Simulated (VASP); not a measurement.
A run of VASP 6.6.1 is set up as follows.

File INCAR:

```
PREC = Accurate ; ENCUT = 520
EDIFF = 1E-7 ; ISMEAR = 0
SIGMA = 0.1 ; LREAL = Auto
LASPH = T ; NELM = 60
ALGO = Fast ; ISIF = 2
LWAVE = F ; LCHARG = F
GGA = PE ; NBANDS = 125
```

The input KPOINTS:

```
Automatic mesh
0
Gamma
  4 3 4
```

File POSCAR:

```
Zr11Si19
1.0
    3.7051806616      0.0000000000      7.3581440238
    7.4103613233      0.0000000000     -3.6790720119
    1.8525903308      7.3940131348      3.6790720119
Zr Si
11 19
Direct
    0.7906460798      0.0500000000      0.2187078405
    0.9940566579      0.4480309161      0.2150681319
    0.3945421080      0.2490578639      0.2119222219
    0.1935356700      0.8509421361      0.2119222219
    0.5908752101      0.6519690839      0.2150681319
    0.8256264952      0.1523735770      0.7964369804
    0.0025274023      0.5500000000      0.7949451954
    0.3912462653      0.3731899188      0.7954236465
    0.1779365243      0.9476264230      0.7964369804
    0.6133300882      0.7268100812      0.7954236465
    0.5039224728      0.0500000000      0.7921550545
    0.6488350258      0.4381304345      0.9026993509
    0.0498228462      0.2558483831      0.9067303776
    0.8434467762      0.8441516169      0.9067303776
    0.2484656233      0.6618695655      0.9026993509
    0.1695757822      0.1450600533      0.0830422868
    0.3454722000      0.5500000000      0.1090556000
    0.7423913126      0.3497555447      0.1159834001
    0.5473819310      0.9549399467      0.0830422868
    0.9416252872      0.7502444553      0.1159834001
    0.1514769838      0.0500000000      0.4970460324
    0.3481193314      0.4525277045      0.4998511599
    0.7509206628      0.2541294342      0.5068534909
    0.5422258463      0.8458705658      0.5068534909
    0.9520295087      0.6474722955      0.4998511599
    0.4406621773      0.1535794164      0.5059517813
    0.6491830997      0.5500000000      0.5016338005
    0.0507314963      0.3493487568      0.5032654101
    0.8533860414      0.9464205836      0.5059517813
    0.2460030936      0.7506512432      0.5032654101
```

Potentials or basis: VASP PAW PBE potentials, release 64 (Zr_sv, Si).

Command:

```sh
$ cat potpaw_PBE.64/Zr_sv/POTCAR potpaw_PBE.64/Si/POTCAR > POTCAR
$ mpirun -np 1 vasp_std > vasp.out
```

Problem. Predict the pressure.

Solution. 3.3 GPa.

Problem. Estimate the band gap on the k mesh.

Solution. Zero (bands 104 and 105 overlap by 0.13 eV).

Problem. Estimate the largest force.

Solution. 0.013 eV/Å.

Forces in eV/Å, atoms in the order of the input:
```
Zr   0.000  0.005  0.000
Zr  -0.001 -0.001  0.001
Zr  -0.001  0.000  0.000
Zr   0.001  0.000  0.000
Zr   0.001 -0.001 -0.001
Zr   0.003 -0.003  0.000
Zr   0.000 -0.003  0.000
Zr   0.000 -0.001 -0.001
Zr  -0.003 -0.003  0.000
Zr   0.000 -0.001  0.001
Zr   0.000 -0.001  0.000
Si   0.001  0.009 -0.002
Si   0.002  0.012  0.004
Si  -0.002  0.012 -0.004
Si  -0.001  0.009  0.002
Si   0.000 -0.005 -0.009
Si   0.000 -0.009  0.000
Si  -0.001 -0.010  0.002
Si   0.000 -0.005  0.009
Si   0.001 -0.010 -0.002
Si   0.000 -0.002  0.000
Si   0.000 -0.001 -0.001
Si  -0.001  0.003  0.000
Si   0.001  0.003  0.000
Si   0.000 -0.001  0.001
Si   0.000  0.000 -0.001
Si   0.000  0.004  0.000
Si   0.000  0.001  0.001
Si   0.000  0.000  0.001
Si   0.000  0.001 -0.001
```
